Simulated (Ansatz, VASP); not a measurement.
**Two plane-wave programs on SnTe**

File POSCAR:

```
SnTe
1.0
    0.0000000000      3.1893545680      3.1893545680
    3.1893545680      0.0000000000      3.1893545680
    3.1893545680      3.1893545680      0.0000000000
Sn Te
1 1
Direct
    0.0000000000      0.0000000000      0.0000000000
    0.5000000000      0.5000000000      0.5000000000
```

The input INCAR.step1:

```
PREC     = Accurate       # precision mode
ENCUT    = 520            # plane-wave cutoff, eV
ISMEAR   = -1             # smearing method
SIGMA    = 0.02           # smearing width, eV
LREAL    = F              # projectors in reciprocal space
LASPH    = T              # aspherical terms in the spheres
NELM     = 100            # most SCF steps
NBANDS   = 17             # bands
GGA      = PE             # functional
ALGO     = Normal         # electronic algorithm
EDIFF    = 1E-4           # SCF threshold, eV
LWAVE    = T              # write WAVECAR
LCHARG   = F              # write CHGCAR
```

The input INCAR.step2:

```
PREC     = Accurate       # precision mode
ENCUT    = 520            # plane-wave cutoff, eV
EDIFF    = 1E-6           # SCF threshold, eV
ISMEAR   = -1             # smearing method
SIGMA    = 0.02           # smearing width, eV
LREAL    = F              # projectors in reciprocal space
LASPH    = T              # aspherical terms in the spheres
NELM     = 100            # most SCF steps
ALGO     = Normal         # electronic algorithm
ISIF     = 2              # what is computed and relaxed
LWAVE    = F              # write WAVECAR
LCHARG   = F              # write CHGCAR
METAGGA  = R2SCAN         # meta-GGA
LMIXTAU  = T            
NBANDS   = 17             # bands
ISTART   = 1
```

File KPOINTS:

```
regular mesh
0
Gamma
  8 8 8
```

Input for Ansatz:

```yaml
crystal:
  lattice:
    - [0.0, 3.189354568, 3.189354568]
    - [3.189354568, 0.0, 3.189354568]
    - [3.189354568, 3.189354568, 0.0]
  atoms:
    - { symbol: Sn, position: [0.0, 0.0, 0.0] }
    - { symbol: Te, position: [0.5, 0.5, 0.5] }
kpoints:
  mp_grid: { grid: [8, 8, 8] }
  band_path:
    path:
      - [0.0, 0.0, 0.0]
      - [0.5, 0.0, 0.5]
      - [0.625, 0.25, 0.625]
      - [0.375, 0.375, 0.75]
      - [0.5, 0.5, 0.5]
      - [0.5, 0.25, 0.75]
    npoints: 1
hamiltonian:
  xc: r2scan
scf:
  occupations: { method: fermi_dirac, width: 0.02 }
  n_extra_bands: 4
output:
  forces: true
  stress: true
  eigenvalues: true
  write_density: true
  write_potential: true
  elf: true
  volumetric_format: npy
```

Alike in both runs: task single point; functional r2SCAN; k mesh 8 × 8 × 8; occupations fermi-dirac, width 0.02 eV; no spin polarisation.

```csv
,VASP,Ansatz
version,VASP 6.6.1,Ansatz 0.2.0
potentials or method,"VASP PAW PBE potentials, release 64 (Sn_d, Te)","plane waves, PAW"
plane-wave cutoff (eV),520,500
valence electrons in the cell,20,30
```

```tsv
	VASP	Ansatz	Ansatz less VASP
pressure (GPa)	-0.1	-0.1	-0.01
```

VASP's potentials were made for PBE, not for r2SCAN. VASP's potentials hold 20 valence electrons a cell and Ansatz's 30, so a difference there can come from the potentials and not from the codes.

Neither program's run includes spin-orbit coupling.
